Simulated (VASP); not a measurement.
# TiC (P1) in VASP: notebook

The runs below take TiC through single point, with LDA.

All numbers are computed with VASP 6.6.1; they aren't measurements. Logs are shortened: lines on timing, memory, paths and dates and some standing lists are left out, and cuts for length are marked.

## Step 1: The cell of the first run

The typed cell holds 2 atoms: a = 3.016 Å, b = 3.173 Å, c = 3.079 Å, α = 58.04°, β = 57.79°, γ = 60.38°.

## Step 2: Single point, LDA

INCAR

```
SYSTEM = TiC
ALGO     = Normal         ! electronic algorithm
EDIFF    = 1E-6           ! SCF threshold, eV
ENCUT    = 600            ! plane-wave cutoff, eV
GGA      = CA             ! functional
GGA_COMPAT= .FALSE.      
ISIF     = 2              ! what is computed and relaxed
ISMEAR   = 1              ! smearing method
LASPH    = .TRUE.         ! aspherical terms in the spheres
LCHARG   = .FALSE.        ! write CHGCAR
LREAL    = .FALSE.        ! projectors in reciprocal space
LWAVE    = .FALSE.        ! write WAVECAR
NBANDS   = 15             ! bands
NELM     = 120            ! most SCF steps
PREC     = Accurate       ! precision mode
SIGMA    = 0.1            ! smearing width, eV
```

KPOINTS

```
k-points
0
G
  8 8 8
  0 0 0
```

POSCAR

```
TiC
1.0
    0.0675900000      2.1587200000      2.1056100000
    2.2940800000     -0.0189200000      2.1921100000
    2.2008300000      2.1519700000      0.0743300000
Ti C
1 1
Direct
    0.0053746721     -0.0002615224      0.9986504044
    0.5135800000      0.5002000000      0.4982600000
```

Potentials or basis: VASP PAW LDA potentials, release 64 (Ti_sv, C).

Command:

```bash
> cat potpaw_LDA.64/Ti_sv/POTCAR potpaw_LDA.64/C/POTCAR > POTCAR
> mpirun -np 1 vasp_std > vasp.out
```

OUTCAR:

```text
SYSTEM = TiC
   EDIFF = 1E-6
   ENCUT = 600
   GGA = CA
   ISIF = 2
   ISMEAR = 1
   LASPH = .TRUE.
   LREAL = .FALSE.
   NELM = 120
   PREC = Accurate

 ion  position               nearest neighbor table
   1  0.005  1.000  0.999-   2 2.10   2 2.13   2 2.15   2 2.18   2 2.21   2 2.22
   2  0.514  0.500  0.498-   1 2.10   1 2.13   1 2.15   1 2.18   1 2.21   1 2.22

  LATTYP: Found a triclinic cell.
 ALAT       =     5.3366577533
 B/A-ratio  =     0.5652091676
 C/A-ratio  =     0.5685606162
 COS(alpha) =     0.0241278128
 COS(beta)  =     0.2797501268
 COS(gamma) =     0.8727652998

  Lattice vectors:

 A1 = (  -2.2684200000,  -4.3106900000,  -2.1799400000)
 A2 = (  -0.0675900000,  -2.1587200000,  -2.1056100000)
 A3 = (   0.0932500000,  -2.1708900000,   2.1177800000)

Analysis of symmetry for initial positions (statically):
=====================================================================
 Subroutine PRICEL returns:
 Original cell was already a primitive cell.

 Routine SETGRP: Setting up the symmetry group for a
 triclinic supercell.

 Subroutine GETGRP returns: Found  1 space group operations
 (whereof  1 operations were pure point group operations)
 out of a pool of  2 trial point group operations.

The static configuration has the point symmetry C_1 .

Analysis of symmetry for dynamics (positions and initial velocities):
=====================================================================
 Subroutine PRICEL returns:
 Original cell was already a primitive cell.

 Routine SETGRP: Setting up the symmetry group for a
 triclinic supercell.

 Subroutine GETGRP returns: Found  1 space group operations
 (whereof  1 operations were pure point group operations)
 out of a pool of  2 trial point group operations.

The dynamic configuration has the point symmetry C_1 .

 Subroutine INISYM returns: Found  1 space group operations
 (whereof  1 operations are pure point group operations),
 and found     1 'primitive' translations

----------------------------------------------------------------------------------------

                                     Primitive cell

  volume of cell :      20.2103

  direct lattice vectors                    reciprocal lattice vectors
     0.067590000  2.158720000  2.105610000    -0.233483547  0.230276323  0.246331965
     2.294080000 -0.018920000  2.192110000     0.216264099 -0.229045424  0.227880589
     2.200830000  2.151970000  0.074330000     0.236117287  0.231678116 -0.245101111

  length of vectors
     3.016327886  3.173091121  3.078985631     0.410147764  0.388794971  0.411704600

  position of ions in fractional coordinates (direct lattice)
     0.005374672  0.999738478  0.998650404
     0.513580000  0.500200000  0.498260000

  ion indices of the primitive-cell ions
   primitive index   ion index
                 1           1
                 2           2

----------------------------------------------------------------------------------------

 KPOINTS: k-points

Automatic generation of k-mesh.
 Grid dimensions read from file:
 generate k-points for:    8    8    8

 Generating k-lattice:

  Cartesian coordinates                     Fractional coordinates (reciprocal lattice)
    -0.029185443  0.028784540  0.030791496     0.125000000  0.000000000 -0.000000000
     0.027033012 -0.028630678  0.028485074     0.000000000  0.125000000  0.000000000
     0.029514661  0.028959765 -0.030637639     0.000000000  0.000000000  0.125000000

  Length of vectors
     0.051268471  0.048599371  0.051463075

  Shift w.r.t. Gamma in fractional coordinates (k-lattice)
     0.000000000  0.000000000  0.000000000

 Subroutine IBZKPT returns following result:
 ===========================================

 Found    260 irreducible k-points:

 Following reciprocal coordinates:
            Coordinates               Weight
  0.000000  0.000000  0.000000      1.000000
  0.125000  0.000000  0.000000      2.000000
  0.250000  0.000000  0.000000      2.000000
  0.375000 -0.000000  0.000000      2.000000
  0.500000  0.000000  0.000000      1.000000
  0.000000  0.125000 -0.000000      2.000000
[... 16 lines left out ...]
  0.125000  0.375000 -0.000000      2.000000
  0.250000  0.375000 -0.000000      2.000000
 [... further k-points ...]
   k-points           NKPTS =    260   k-points in BZ     NKDIM =    260   number of bands    NBANDS=     15
   number of dos      NEDOS =    301   number of ions     NIONS =      2
   total plane-waves  NPLWV =  18816
   dimension x,y,z NGX =    24 NGY =   28 NGZ =   28
   dimension x,y,z NGXF=    48 NGYF=   56 NGZF=   56
   ions per type =               1   1
   NGX,Y,Z   is equivalent  to a cutoff of  13.23, 14.67, 15.12 a.u.
   NGXF,Y,Z  is equivalent  to a cutoff of  26.46, 29.34, 30.24 a.u.
 SYSTEM =  TiC
   PREC   = accura    normal or accurate (medium, high low for compatibility)
   ISTART =      0    job   : 0-new  1-cont  2-samecut
   ICHARG =      2    charge: 1-file 2-atom 10-const
   ISPIN  =      1    spin polarized calculation?
   LNONCOLLINEAR =      F non collinear calculations
   LSORBIT =      F    spin-orbit coupling
   LASPH  =      T    aspherical Exc in radial PAW
   ENCUT  =  600.0 eV  44.10 Ry    6.64 a.u.   6.02  6.34  6.15*2*pi/ulx,y,z
   NELM   =    120;   NELMIN=  2; NELMDL= -5     # of ELM steps
   EDIFF  = 0.1E-05   stopping-criterion for ELM
   LREAL  =      F    real-space projection
   EDIFFG = 0.1E-04   stopping-criterion for IOM
   NSW    =      0    number of steps for IOM
   IBRION =     -1    ionic relax: 0-MD 1-quasi-New 2-CG
   NFREE  =      0    steps in history (QN), initial steepest desc. (CG)
   ISIF   =      2    stress and relaxation
   ISYM   =      2    0-nonsym 1-usesym 2-fastsym
   POTIM  = 0.5000    time-step for ionic-motion
   TEBEG  =    0.0;   TEEND  =   0.0 temperature during run
   PSTRESS=    0.0 pullay stress
   NELECT =      16.0000    total number of electrons
   NUPDOWN=      -1.0000    fix difference up-down
   EMIN   =  10.00;   EMAX   =-10.00  energy-range for DOS
   EFERMI =   0.00;   METHOD = LEGACY
   ISMEAR =     1;   SIGMA  =   0.10  broadening in eV -4-tet -1-fermi 0-gaus
   EFERMI_NEDOS =   21; number of points for ismear=-14 and -15
   IALGO  =     38    algorithm
   IMIX   =      4    mixing-type and parameters
     AMIX     =   0.40;   BMIX     =  1.00
     AMIX_MAG =   1.60;   BMIX_MAG =  1.00
  volume/ion in A,a.u.               =      10.11        68.19
  Fermi-wavevector in a.u.,A,eV,Ry     =   1.514459  2.861913 31.206142  2.293587
  Thomas-Fermi vector in A             =   2.624114
   LORBIT       =      0    0 simple, 1 ext, 2 COOP (PROOUT), +10 PAW based schemes
   GGA     = CA    functional components
   LHFCALC =     F    Hartree Fock is set to
   AEXX    =    0.0000 exact exchange contribution
   IVDW    =     0    specifies the selected vdW correction
   LEPSILON=     F    determine dielectric tensor
   LRPA    =     F    only Hartree local field effects (RPA)
 non-spin polarized calculation
 Methfessel and Paxton  Order N= 1 SIGMA  =   0.10
  energy-cutoff  :      600.00
  volume of cell :       20.21
 maximum number of plane-waves:       687
   NGX = 13   NGY = 13   NGZ = 13

 number of electron      16.0000000 magnetization

 Free energy of the ion-electron system (eV)
  ---------------------------------------------------
  ext. energy  EPLUGINS =         0.00000000
  ---------------------------------------------------
  free energy    TOTEN  =       -20.41806247 eV

  energy without entropy =      -20.41807354  energy(sigma->0) =      -20.41806616

 E-fermi :   9.3566     XC(G=0): -13.0011

 val. band max:        9.3412494765   @ k =   0.0000   0.3750   0.3750
 cond. band min:       9.3567643489   @ k =   0.0000   0.1250  -0.0000
 fundamental gap:      0.0155148723
 Fermi energy:         9.3566185116

 k-point     1 :       0.0000    0.0000    0.0000
  band No.  band energies     occupation
      1     -46.5561      2.00000
      2     -23.0051      2.00000
      3     -22.9564      2.00000
      4     -22.9125      2.00000
      5      -2.9424      2.00000
      6       9.5323     -0.03228
      7       9.8379     -0.00000
      8      10.3281     -0.00000
      9      10.6874     -0.00000
     10      10.8333     -0.00000
     11      11.0190     -0.00000
     12      11.1839     -0.00000
     13      11.4401      0.00000
     14      20.0387      0.00000
     15      23.4400      0.00000

 k-point     2 :       0.1250    0.0000    0.0000
  band No.  band energies     occupation
      1     -46.5426      2.00000
      2     -23.0387      2.00000
      3     -22.9919      2.00000
      4     -22.9478      2.00000
      5      -2.5736      2.00000
      6       8.6831      2.00000
      7       8.8764      2.00000
      8       9.1268      2.00544
      9      10.1222     -0.00000
     10      10.3777     -0.00000
     11      11.6248      0.00000
     12      13.0002      0.00000
     13      13.2724      0.00000
     14      20.5632      0.00000
     15      23.5570      0.00000

 k-point     3 :       0.2500    0.0000    0.0000
  band No.  band energies     occupation
      1     -46.5100      2.00000
      2     -23.2280      2.00000
      3     -23.0263      2.00000
      4     -22.9711      2.00000
      5      -1.5584      2.00000
      6       6.7500      2.00000
      7       7.2437      2.00000
      8       7.6786      2.00000
      9      10.8080     -0.00000
     10      11.1186     -0.00000
     11      12.1194      0.00000
     12      15.0596      0.00000
     13      15.4256      0.00000
     14      20.4957      0.00000
     15      23.9436      0.00000
[... 343 lines left out ...]
 k-point    23 :       0.1250    0.3750   -0.0000
  band No.  band energies     occupation
      1     -46.4953      2.00000
      2     -23.3375      2.00000
      3     -23.0397      2.00000
      4     -22.9930      2.00000
      5      -0.6812      2.00000
      6       5.0755      2.00000
      7       6.8821      2.00000
      8       7.4271      2.00000
      9      10.9004     -0.00000
     10      11.9480      0.00000
     11      12.9271      0.00000
     12      14.9744      0.00000
     13      16.6604      0.00000
     14      20.5562      0.00000
     15      24.0298      0.00000

 k-point    24 :       0.2500    0.3750   -0.0000
  band No.  band energies     occupation
      1     -46.4776      2.00000
      2     -23.2808      2.00000
      3     -23.1206      2.00000
      4     -23.0838      2.00000
      5      -0.7261      2.00000
      6       5.4596      2.00000
      7       7.2513      2.00000
      8       8.2859      2.00000
      9       9.6950     -0.00002
     10      11.9986      0.00000
     11      13.1176      0.00000
     12      13.6806      0.00000
     13      16.1149      0.00000
     14      22.5461      0.00000
     15      23.4211      0.00000

 [... further k-points ...]
[... 5 lines left out ...]
  --------------------------------------------------------------------------------------
  -------------------------------------------------------------------------------------
  Total       -2.2816404     -1.4027403     -0.0679098      0.2832948      0.1361179     -1.6409167
  in kB     -180.8781304   -111.2029037     -5.3835829     22.4583335     10.7908131   -130.0844540
  external PRESSURE =     -99.1548723 kB  Pullay stress =       0.0000000 kB

 VOLUME and BASIS-vectors are now :
 -----------------------------------------------------------------------------
  energy-cutoff  :      600.00
  volume of cell :       20.21
      direct lattice vectors                 reciprocal lattice vectors
     0.067590000  2.158720000  2.105610000    -0.233483547  0.230276323  0.246331965
     2.294080000 -0.018920000  2.192110000     0.216264099 -0.229045424  0.227880589
     2.200830000  2.151970000  0.074330000     0.236117287  0.231678116 -0.245101111

 POSITION                                       TOTAL-FORCE (eV/Angst)
 -----------------------------------------------------------------------------------
      4.49170      2.14175      2.27708         0.019234      0.159934      0.206384
      2.27880      2.17145      2.21493        -0.019234     -0.159934     -0.206384
 -----------------------------------------------------------------------------------
    total drift:                                0.000042     -0.000084      0.000015

  FREE ENERGIE OF THE ION-ELECTRON SYSTEM (eV)
  ---------------------------------------------------
  free  energy   TOTEN  =       -20.4180624666 eV

  energy  without entropy=      -20.4180735367  energy(sigma->0) =      -20.41806616
```

Run time: 66 s. Hardware: 1 thread of AMD EPYC 9R45 (Zen 5), shared host; peak memory 0.18 GiB.

Results:

* Free energy: -20.4181 eV
* Pressure: -9.9 GPa
* Largest force: 0.262 eV/Å
* Band gap on the k mesh: zero (band 8 reaches 10.33 eV, above the bottom of band 9 at 8.90 eV)

Forces in eV/Å, atoms in the order of the input:
```
Ti   0.019  0.160  0.206
C   -0.019 -0.160 -0.206
```

Stress tensor (GPa, compression positive):
```
-18.09   2.25 -13.01
  2.25 -11.12   1.08
-13.01   1.08  -0.54
```

## Step 3: Single point, LDA

INCAR: that of step 2 with these lines changed.

```diff
@@ -4,3 +4,2 @@
 ENCUT    = 600            ! plane-wave cutoff, eV
-GGA      = CA             ! functional
 GGA_COMPAT= .FALSE.
```

KPOINTS is that of step 2.

POSCAR: that of step 2 with these lines changed.

```diff
@@ -8,3 +8,3 @@
 Direct
-    0.0053746721     -0.0002615224      0.9986504044
+    0.0103013114      0.0042960894      0.9937483822
     0.5135800000      0.5002000000      0.4982600000
```

Potentials or basis: VASP PAW LDA potentials, release 64 (Ti_sv, C).

Command:

```bash
> cat potpaw_LDA.64/Ti_sv/POTCAR potpaw_LDA.64/C/POTCAR > POTCAR
> mpirun -np 1 vasp_std > vasp.out
```

OUTCAR:

```text
SYSTEM = TiC
   EDIFF = 1E-6
   ENCUT = 600
   ISIF = 2
   ISMEAR = 1
   LASPH = .TRUE.
   LREAL = .FALSE.
   NELM = 120
   PREC = Accurate

 ion  position               nearest neighbor table
   1  0.010  0.004  0.994-   2 2.11   2 2.12   2 2.15   2 2.18   2 2.21   2 2.22
   2  0.514  0.500  0.498-   1 2.11   1 2.12   1 2.15   1 2.18   1 2.21   1 2.22

  LATTYP: Found a triclinic cell.
 ALAT       =     5.3366577533
 B/A-ratio  =     0.5652091676
 C/A-ratio  =     0.5685606162
 COS(alpha) =     0.0241278128
 COS(beta)  =     0.2797501268
 COS(gamma) =     0.8727652998

  Lattice vectors:
[... 612 lines left out ...]
     11      13.1172      0.00000
     12      13.6800      0.00000
     13      16.1169      0.00000
     14      22.5491      0.00000
     15      23.4215      0.00000

 [... further k-points ...]
[... 5 lines left out ...]
  --------------------------------------------------------------------------------------
  -------------------------------------------------------------------------------------
  Total       -2.2849110     -1.4022295     -0.0822274      0.2828183      0.1453455     -1.6415338
  in kB     -181.1374057   -111.1624071     -6.5186140     22.4205584     11.5223322   -130.1333716
  external PRESSURE =     -99.6061423 kB  Pullay stress =       0.0000000 kB

 VOLUME and BASIS-vectors are now :
 -----------------------------------------------------------------------------
  energy-cutoff  :      600.00
  volume of cell :       20.21
      direct lattice vectors                 reciprocal lattice vectors
     0.067590000  2.158720000  2.105610000    -0.233483547  0.230276323  0.246331965
     2.294080000 -0.018920000  2.192110000     0.216264099 -0.229045424  0.227880589
     2.200830000  2.151970000  0.074330000     0.236117287  0.231678116 -0.245101111

 POSITION                                       TOTAL-FORCE (eV/Angst)
 -----------------------------------------------------------------------------------
      2.19762      2.16067      0.10497         0.003841      0.161544     -0.020202
      2.27880      2.17145      2.21493        -0.003841     -0.161544      0.020202
 -----------------------------------------------------------------------------------
    total drift:                                0.000036     -0.000071     -0.000016

  FREE ENERGIE OF THE ION-ELECTRON SYSTEM (eV)
  ---------------------------------------------------
  free  energy   TOTEN  =       -20.4199281219 eV

  energy  without entropy=      -20.4199799454  energy(sigma->0) =      -20.41994540
```

Wall time 68 s (1 thread of AMD EPYC 9R45 (Zen 5), shared host); peak memory 0.18 GiB.

Results:

| Property | Result |
| --- | --- |
| Free energy | -20.4199 eV |
| Pressure | -10.0 GPa |
| Largest force | 0.163 eV/Å |
| Band gap on the k mesh | zero (band 8 reaches 10.33 eV, above the bottom of band 9 at 8.90 eV) |

Forces in eV/Å, atoms in the order of the input:
```
Ti   0.004  0.162 -0.020
C   -0.004 -0.162  0.020
```

Levels at points of the mesh, in eV from the Fermi level:
```
           k point  band 4  band 5  band 6  band 7  band 8  band 9  band 10  band 11  band 12  band 13
(0.00, 0.00, 0.00)  -32.27  -12.30    0.18    0.50    0.98    1.34     1.49     1.64     1.89     2.00
(0.50, 0.00, 0.00)  -32.35   -8.53   -5.89   -3.40   -2.90    2.64     3.08     4.32     7.83     8.02
(0.00, 0.50, 0.00)  -32.30   -8.96   -5.92   -2.93   -2.45    2.47     2.92     3.92     7.64     8.33
(0.50, 0.50, 0.00)  -32.51   -9.93   -3.17   -1.79   -0.30   -0.15     2.61     3.43     3.52     6.07
(0.00, 0.00, 0.50)  -32.35   -8.50   -5.89   -3.44   -2.94    2.76     3.02     4.32     7.81     8.02
(0.50, 0.00, 0.50)  -32.44  -10.02   -3.44   -1.74   -0.52    0.48     2.68     3.30     3.60     5.87
(0.00, 0.50, 0.50)  -32.45  -10.02   -3.68   -1.70    0.10    0.16     2.64     3.33     3.50     5.62
(0.50, 0.50, 0.50)  -32.31   -8.87   -5.91   -3.09   -2.48    2.44     2.99     4.03     7.71     8.32
```

(Part 1 of 2 ends here.)
